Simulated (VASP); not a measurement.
A run of VASP 6.6.1:

INCAR

```
ALGO     = Normal         # electronic algorithm
EDIFF    = 1E-6           # SCF threshold, eV
ENCUT    = 520            # plane-wave cutoff, eV
GGA      = PE             # functional
ISIF     = 2              # what is computed and relaxed
ISMEAR   = 0              # smearing method
ISPIN    = 2              # spin polarisation
LASPH    = T              # aspherical terms in the spheres
LCHARG   = F              # write CHGCAR
LDAU     = T              # DFT+U
LDAUJ    = 0 0          
LDAUL    = 2 -1           # shell
LDAUPRINT= 1            
LDAUTYPE = 2            
LDAUU    = 3.9 0          # U, eV
LMAXMIX  = 4              # l up to which the mixer works
LORBIT   = 11             # projections on sites
LREAL    = F              # projectors in reciprocal space
LWAVE    = F              # write WAVECAR
MAGMOM   = 2.94 2.94 0 0 0 0 # initial moments
NBANDS   = 38             # bands
NELM     = 150            # most SCF steps
PREC     = Accurate       # precision mode
SIGMA    = 0.1            # smearing width, eV
```

File KPOINTS:

```
k-points
0
Gamma
  8 8 12
```

File POSCAR:

```
MnO2
1.0
    4.3467674902      0.0000000000      0.0000000000
    0.0000000000      4.3467674902      0.0000000000
    0.0000000000      0.0000000000      2.8869801935
Mn O
2 4
Direct
    0.0000000000      0.0000000000      0.0000000000
    0.5000000000      0.5000000000      0.5000000000
    0.3050679916      0.3050679916      0.0000000000
    0.1949320084      0.8050679916      0.5000000000
    0.6949320084      0.6949320084      0.0000000000
    0.8050679916      0.1949320084      0.5000000000
```

Potentials or basis: VASP PAW PBE potentials, release 64 (Mn_pv, O).

Command:

```sh
$ cat potpaw_PBE.64/Mn_pv/POTCAR potpaw_PBE.64/O/POTCAR > POTCAR
$ mpirun -np 1 vasp_std > vasp.out
```

Hardware: 1 thread of Intel(R) Xeon(R) Platinum 8488C (Sapphire Rapids) (shared host).

How long does it take, and how much memory?

Wall time 3.2 min on 1 thread of Intel(R) Xeon(R) Platinum 8488C (Sapphire Rapids) (shared host), peak memory 0.39 GiB. Counts: scf iterations 17, k points 105.
